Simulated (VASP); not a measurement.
# ScBSbP3 (Cmmm) in VASP: a series of runs

The runs below take ScBSbP3 through relaxation of cell and atoms, single point, with PBE.

Everything below comes from runs of VASP 6.6.1. Logs are shortened: lines on timing, memory, paths and dates and some standing lists are left out, and cuts for length are marked.

### 1 The cell of the first run

Symmetry: Cmmm, No. 65, orthorhombic system. Conventional cell: a = 5.202 Å, b = 6.495 Å, c = 8.013 Å, α = 90.00°, β = 90.00°, γ = 90.00°. Within 2.3 Å of Sc (site symmetry mmm) lie 2 P at 1.71 Å. B (site symmetry mmm) has 4 Sb at 2.60 to 3.25 Å within 3.4 Å. Within 3.4 Å of Sb (site symmetry mmm) lie 4 B at 2.60 to 3.25 Å. Within 2.1 Å of P (site symmetry mmm) lie 2 P at 1.54 Å. Within 2.1 Å of P (site symmetry m2m) lie 1 P at 1.54 Å and 1 Sc at 1.71 Å.

### 2 Relaxation of cell and atoms, PBE

INCAR

```
SYSTEM = ScBSbP3
PREC     = Accurate       ! precision mode
ENCUT    = 600            ! plane-wave cutoff, eV
EDIFF    = 1E-6           ! SCF threshold, eV
ISMEAR   = 0              ! smearing method
SIGMA    = 0.1            ! smearing width, eV
LREAL    = .False.        ! projectors in reciprocal space
LASPH    = .True.         ! aspherical terms in the spheres
NELM     = 60             ! most SCF steps
ALGO     = Normal         ! electronic algorithm
ISIF     = 3              ! what is computed and relaxed
LWAVE    = .False.        ! write WAVECAR
LCHARG   = .False.        ! write CHGCAR
GGA      = PE             ! functional
IBRION   = 2              ! ionic algorithm
NSW      = 90             ! ionic steps
EDIFFG   = -0.04          ! ionic threshold
```

KPOINTS

```
Automatic mesh
0
Gamma
  4 4 2
  0 0 0
```

POSCAR

```
ScBSbP3
1.0
    2.6009420800     -3.2474849300      0.0000000000
    2.6009420800      3.2474849300      0.0000000000
    0.0000000000      0.0000000000      8.0125519700
Sc B Sb P
1 1 1 3
Direct
    0.5000000000      0.5000000000      0.5000000000
    0.0000000000      0.0000000000      0.0000000000
    0.5000000000      0.5000000000      0.0000000000
    0.0000000000      0.0000000000      0.5000000000
    0.2370213700      0.7629786300      0.5000000000
    0.7629786300      0.2370213700      0.5000000000
```

Potentials or basis: VASP PAW PBE potentials, release 64 (Sc_sv, B, Sb, P).

The run is started by

```bash
$ cat potpaw_PBE.64/Sc_sv/POTCAR potpaw_PBE.64/B/POTCAR potpaw_PBE.64/Sb/POTCAR potpaw_PBE.64/P/POTCAR > POTCAR
$ mpirun -np 1 vasp_std > vasp.out
```

OUTCAR:

```text
SYSTEM = ScBSbP3
   PREC = Accurate
   ENCUT = 600
   EDIFF = 1E-6
   ISMEAR = 0
   LREAL = .False.
   LASPH = .True.
   NELM = 60
   ISIF = 3
   GGA = PE
   IBRION = 2
   NSW = 90
   EDIFFG = -0.04

 ion  position               nearest neighbor table
   1  0.500  0.500  0.500-   5 1.71   6 1.71   4 2.60   4 2.60   5 3.02   5 3.02   6 3.02   6 3.02

   2  0.000  0.000  0.000-   3 2.60   3 2.60
   3  0.500  0.500  0.000-   2 2.60   2 2.60
   4  0.000  0.000  0.500-   5 1.54   6 1.54   1 2.60   1 2.60
   5  0.237  0.763  0.500-   4 1.54   1 1.71   6 2.61   6 2.61   1 3.02   1 3.02
   6  0.763  0.237  0.500-   4 1.54   1 1.71   5 2.61   5 2.61   1 3.02   1 3.02

  LATTYP: Found a base centered orthorhombic cell.
 ALAT       =     5.2018841600
 B/A-ratio  =     1.2485802567
 C/A-ratio  =     1.5403172627

  Lattice vectors:

 A1 = (   2.6009420800,  -3.2474849300,   0.0000000000)
 A2 = (   2.6009420800,   3.2474849300,   0.0000000000)
 A3 = (   0.0000000000,   0.0000000000,   8.0125519700)

Analysis of symmetry for initial positions (statically):
=====================================================================
 Subroutine PRICEL returns:
 Original cell was already a primitive cell.

 Routine SETGRP: Setting up the symmetry group for a
 base centered orthorhombic supercell.

 Subroutine GETGRP returns: Found  8 space group operations
 (whereof  8 operations were pure point group operations)
 out of a pool of  8 trial point group operations.

The static configuration has the point symmetry D_2h.

Analysis of symmetry for dynamics (positions and initial velocities):
=====================================================================
 Subroutine PRICEL returns:
 Original cell was already a primitive cell.

 Routine SETGRP: Setting up the symmetry group for a
 base centered orthorhombic supercell.

 Subroutine GETGRP returns: Found  8 space group operations
 (whereof  8 operations were pure point group operations)
 out of a pool of  8 trial point group operations.

The dynamic configuration has the point symmetry D_2h.

 Subroutine INISYM returns: Found  8 space group operations
 (whereof  8 operations are pure point group operations),
 and found     1 'primitive' translations

----------------------------------------------------------------------------------------

                                     Primitive cell

  volume of cell :     135.3564

  direct lattice vectors                    reciprocal lattice vectors
     2.600942080 -3.247484930  0.000000000     0.192238037 -0.153965303  0.000000000
     2.600942080  3.247484930  0.000000000     0.192238037  0.153965303  0.000000000
     0.000000000  0.000000000  8.012551970     0.000000000  0.000000000  0.124804183

  length of vectors
     4.160655967  4.160655967  8.012551970     0.246294087  0.246294087  0.124804183

  position of ions in fractional coordinates (direct lattice)
     0.500000000  0.500000000  0.500000000
     0.000000000  0.000000000  0.000000000
     0.500000000  0.500000000  0.000000000
     0.000000000  0.000000000  0.500000000
     0.237021370  0.762978630  0.500000000
     0.762978630  0.237021370  0.500000000

  ion indices of the primitive-cell ions
   primitive index   ion index
                 1           1
                 2           2
                 3           3
                 4           4
                 5           5
                 6           6

----------------------------------------------------------------------------------------

 KPOINTS: Automatic mesh

Automatic generation of k-mesh.
 Grid dimensions read from file:
 generate k-points for:    4    4    2

 Generating k-lattice:

  Cartesian coordinates                     Fractional coordinates (reciprocal lattice)
     0.048059509 -0.038491326  0.000000000     0.250000000  0.000000000  0.000000000
     0.048059509  0.038491326  0.000000000     0.000000000  0.250000000  0.000000000
     0.000000000  0.000000000  0.062402091     0.000000000  0.000000000  0.500000000

  Length of vectors
     0.061573522  0.061573522  0.062402091

  Shift w.r.t. Gamma in fractional coordinates (k-lattice)
     0.000000000  0.000000000  0.000000000

 Subroutine IBZKPT returns following result:
 ===========================================

 Found     14 irreducible k-points:

 Following reciprocal coordinates:
            Coordinates               Weight
  0.000000  0.000000  0.000000      1.000000
  0.250000  0.000000  0.000000      4.000000
  0.500000  0.000000  0.000000      2.000000
  0.250000  0.250000  0.000000      2.000000
  0.500000  0.250000  0.000000      4.000000
 -0.250000  0.250000  0.000000      2.000000
  0.500000  0.500000  0.000000      1.000000
  0.000000  0.000000  0.500000      1.000000
  0.250000  0.000000  0.500000      4.000000
  0.500000  0.000000  0.500000      2.000000
  0.250000  0.250000  0.500000      2.000000
  0.500000  0.250000  0.500000      4.000000
 -0.250000  0.250000  0.500000      2.000000
  0.500000  0.500000  0.500000      1.000000
   k-points           NKPTS =     14   k-points in BZ     NKDIM =     14   number of bands    NBANDS=     21
   number of dos      NEDOS =    301   number of ions     NIONS =      6
   total plane-waves  NPLWV =  82944
   dimension x,y,z NGX =    36 NGY =   36 NGZ =   64
   dimension x,y,z NGXF=    72 NGYF=   72 NGZF=  128
   ions per type =               1   1   1   3
   NGX,Y,Z   is equivalent  to a cutoff of  14.38, 14.38, 13.28 a.u.
   NGXF,Y,Z  is equivalent  to a cutoff of  28.77, 28.77, 26.56 a.u.
 SYSTEM =  ScBSbP3
   PREC   = accura    normal or accurate (medium, high low for compatibility)
   ISTART =      0    job   : 0-new  1-cont  2-samecut
   ICHARG =      2    charge: 1-file 2-atom 10-const
   ISPIN  =      1    spin polarized calculation?
   LNONCOLLINEAR =      F non collinear calculations
   LSORBIT =      F    spin-orbit coupling
   LASPH  =      T    aspherical Exc in radial PAW
   ENCUT  =  600.0 eV  44.10 Ry    6.64 a.u.   8.31  8.31 16.00*2*pi/ulx,y,z
   NELM   =     60;   NELMIN=  2; NELMDL= -5     # of ELM steps
   EDIFF  = 0.1E-05   stopping-criterion for ELM
   LREAL  =      F    real-space projection
   EDIFFG = -.4E-01   stopping-criterion for IOM
   NSW    =     90    number of steps for IOM
   IBRION =      2    ionic relax: 0-MD 1-quasi-New 2-CG
   NFREE  =      1    steps in history (QN), initial steepest desc. (CG)
   ISIF   =      3    stress and relaxation
   ISYM   =      2    0-nonsym 1-usesym 2-fastsym
   POTIM  = 0.5000    time-step for ionic-motion
   TEBEG  =    0.0;   TEEND  =   0.0 temperature during run
   PSTRESS=    0.0 pullay stress
   NELECT =      34.0000    total number of electrons
   NUPDOWN=      -1.0000    fix difference up-down
   EMIN   =  10.00;   EMAX   =-10.00  energy-range for DOS
   EFERMI =   0.00;   METHOD = LEGACY
   ISMEAR =     0;   SIGMA  =   0.10  broadening in eV -4-tet -1-fermi 0-gaus
   EFERMI_NEDOS =   21; number of points for ismear=-14 and -15
   IALGO  =     38    algorithm
   IMIX   =      4    mixing-type and parameters
     AMIX     =   0.40;   BMIX     =  1.00
     AMIX_MAG =   1.60;   BMIX_MAG =  1.00
  volume/ion in A,a.u.               =      22.56       152.24
  Fermi-wavevector in a.u.,A,eV,Ry     =   1.032940  1.951973 14.516928  1.066964
  Thomas-Fermi vector in A             =   2.167162
   LORBIT       =      0    0 simple, 1 ext, 2 COOP (PROOUT), +10 PAW based schemes
   GGA     = PE    functional components
   LHFCALC =     F    Hartree Fock is set to
   AEXX    =    0.0000 exact exchange contribution
   IVDW    =     0    specifies the selected vdW correction
   LEPSILON=     F    determine dielectric tensor
   LRPA    =     F    only Hartree local field effects (RPA)
 conjugate gradient relaxation of ions
 non-spin polarized calculation
 Gauss-broadening in eV      SIGMA  =   0.10
  energy-cutoff  :      600.00
  volume of cell :      135.36
 maximum number of plane-waves:      4544
 NGX is ok and might be reduce to    36
   NGX = 17   NGY = 17   NGZ = 33

--------------------------------------- Ionic step        1  -------------------------------------------

 number of electron      34.0000002 magnetization

 Free energy of the ion-electron system (eV)
  ---------------------------------------------------
  ext. energy  EPLUGINS =         0.00000000
  ---------------------------------------------------
  free energy    TOTEN  =        -3.01745015 eV

  energy without entropy =       -2.98838091  energy(sigma->0) =       -3.00291553

------------------------ aborting loop because EDIFF is reached ----------------------------------------

  FORCE on cell =-STRESS in cart. coord.  units (eV):
  Direction    XX          YY          ZZ          XY          YZ          ZX
  --------------------------------------------------------------------------------------
  -------------------------------------------------------------------------------------
  Total       -0.5591563    182.4980921     -3.7706529     -0.0000000      0.0000000      0.0000000
  in kB       -6.6185846   2160.1814400    -44.6322172     -0.0000000      0.0000000      0.0000000
  external PRESSURE =     702.9768794 kB  Pullay stress =       0.0000000 kB
[... 1118 lines left out ...]
      5      -7.4539      2.00000
      6      -7.3083      2.00000
[... 13 lines left out ...]
     20       6.1897      0.00000
     21       6.3319      0.00000

[... ionic steps 4 to 30 ...]

--------------------------------------- Ionic step       31  -------------------------------------------

 number of electron      33.9999999 magnetization

------------------------ aborting loop because EDIFF is reached ----------------------------------------

  FORCE on cell =-STRESS in cart. coord.  units (eV):
  Direction    XX          YY          ZZ          XY          YZ          ZX
  --------------------------------------------------------------------------------------
  -------------------------------------------------------------------------------------
  Total        0.2283930     -0.2405335     -0.1430305      0.0000000      0.0000000      0.0000000
  in kB        2.5786834     -2.7157569     -1.6148931      0.0000000      0.0000000      0.0000000
  external PRESSURE =      -0.5839889 kB  Pullay stress =       0.0000000 kB
[... 65 lines left out ...]
  energy  without entropy=      -28.8578742865  energy(sigma->0) =      -28.88136480

--------------------------------------- Ionic step       33  -------------------------------------------

 number of electron      33.9999997 magnetization

 Free energy of the ion-electron system (eV)
  ---------------------------------------------------
  ext. energy  EPLUGINS =         0.00000000
  ---------------------------------------------------
  free energy    TOTEN  =       -28.90564944 eV

  energy without entropy =      -28.85885622  energy(sigma->0) =      -28.88225283

 E-fermi :   3.9712     XC(G=0):  -9.0194

 val. band max:        3.9680994915   @ k =   0.2500   0.0000   0.0000
 cond. band min:       3.9762647807   @ k =   0.5000   0.5000   0.5000
 fundamental gap:      0.0081652892
 Fermi energy:         3.9711780835

 k-point     1 :       0.0000    0.0000    0.0000
  band No.  band energies     occupation
      1     -45.5954      2.00000
      2     -24.3338      2.00000
      3     -24.2720      2.00000
      4     -24.2346      2.00000
      5      -9.3199      2.00000
      6      -5.6241      2.00000
[... 358 lines left out ...]
  FREE ENERGIE OF THE ION-ELECTRON SYSTEM (eV)
  ---------------------------------------------------
  free  energy   TOTEN  =       -28.9056494384 eV

  energy  without entropy=      -28.8588562182  energy(sigma->0) =      -28.88225283

 reached required accuracy - stopping structural energy minimisation
```

Wall time 31 min (1 thread of Oxide Virtual Turin-like, shared host); peak memory 0.3 GiB.

What came out:

- Free energy: -28.9056 eV
- Relaxed volume: 23.61 Å³/atom
- Relaxed cell: a = 5.595 Å, b = 5.595 Å, c = 5.740 Å, α = 90.00°, β = 90.00°, γ = 127.97°
- Space group after relaxing (to 0.05 Å): Cmmm (No. 65)
- Energy gained by relaxing: 4314.7 meV/atom
- Ionic steps: 33
- Pressure after relaxing: -0.1 GPa
- Largest force after relaxing: 0.005 eV/Å
- Band gap on the k mesh: zero (band 17 reaches 4.50 eV, above the bottom of band 18 at 3.72 eV)

Forces in eV/Å, atoms in the order of the input:
```
Sc   0.000  0.000  0.000
B    0.000  0.000  0.000
Sb   0.000  0.000  0.000
P    0.000  0.000  0.000
P    0.000  0.005  0.000
P    0.000 -0.005  0.000
```

The path:
```csv
step,energy change (eV),largest force (eV/Å),pressure (GPa),volume (Å³)
1,0.0000,13.1032,70.30,135.36
2,-15.7817,0.6300,-10.38,322.39
3,-18.4007,8.1704,2.33,215.40
4,-19.8248,3.7873,-2.42,249.88
5,-19.8389,2.5709,-4.05,265.67
6,-19.8664,2.7473,-3.81,263.13
7,-21.8872,2.1797,-3.93,229.64
8,-22.0174,2.4393,-2.53,220.56
9,-23.3020,2.2534,1.13,189.10
10,-23.4896,1.3447,4.51,174.45
11,-24.1136,0.2455,-0.01,172.40
12,-24.1664,0.1307,-0.58,171.88
13,-24.3653,0.7599,-1.59,170.71
14,-24.6745,0.3886,-3.66,167.89
15,-24.6988,0.2291,-4.22,166.87
16,-25.3553,0.6357,-3.16,148.67
17,-14.6288,19.8185,60.25,97.52
18,-25.2296,0.7488,-2.19,146.47
19,-25.0519,0.8070,6.68,121.30
20,-25.4123,0.7920,-0.84,138.54
21,-25.4563,0.3578,1.69,130.16
22,-25.4725,0.5802,0.52,133.30
23,-25.4731,0.5372,0.75,132.63
24,-25.6457,0.4072,1.31,132.12
25,-25.6930,0.2656,2.60,131.50
26,-25.8370,0.1233,-0.31,140.46
27,-25.8407,0.0841,-0.72,141.96
28,-25.8763,0.0619,0.16,140.75
29,-25.8787,0.0441,0.40,140.42
30,-25.8790,0.0344,0.50,140.28
31,-25.8867,0.0209,-0.06,141.90
32,-25.8874,0.0058,0.05,141.54
33,-25.8882,0.0045,-0.06,141.64
```

Final structure:
```
Sc B Sb P
1.0
     2.45385   -5.02798    0.00000
     2.45385    5.02798    0.00000
     0.00000    0.00000    5.74020
Sc B Sb P
1 1 1 3
Direct
  0.50000 0.50000 0.50000
  0.00000 0.00000 0.00000
  0.50000 0.50000 0.00000
  0.00000 0.00000 0.50000
  0.22766 0.77234 0.50000
  0.77234 0.22766 0.50000
```

Caveat: the k points lie up to 0.55 Å⁻¹ apart in the final cell; spin-orbit coupling is left out, which moves the levels of the heavy elements.

[end of part 1 of 2]
